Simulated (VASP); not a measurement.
Se:

```xyz
1
Lattice="2.8106 0.0000 0.0000 0.0000 2.8106 0.0000 0.0000 0.0000 2.8106" Properties=species:S:1:pos:R:3 pbc="T T T"
Se    0.0000    0.0000    0.0000
```

* Program: VASP 6.6.1
* Task: relaxation of cell and atoms
* Functional: PBE
* Potentials or basis: VASP PAW PBE potentials, release 64 (Se)
* Cutoff: 600 eV
* k mesh: 9 × 9 × 9
* Occupations: fermi-dirac, width 0.05 eV
* Spin: no spin polarisation

At the start: pressure 2.0 GPa; volume 22.20 Å³/atom.

Where does the relaxation end?

Over 3 steps the energy falls by 3.8 meV/atom and the volume is 22.82 Å³/atom (+2.8 %); space group Pm-3m (No. 221, to 0.05 Å).

The path:
```
step  energy change (eV)  largest force (eV/Å)  pressure (GPa)  volume (Å³)
   1              0.0000                0.0000            2.04        22.20
   2             -0.0030                0.0000           -0.87        23.12
   3             -0.0038                0.0000            0.01        22.82
```

Final structure:
```
Se
1.0
     2.83654    0.00000    0.00000
     0.00000    2.83654    0.00000
     0.00000    0.00000    2.83654
Se
1
Direct
  0.00000 0.00000 0.00000
```
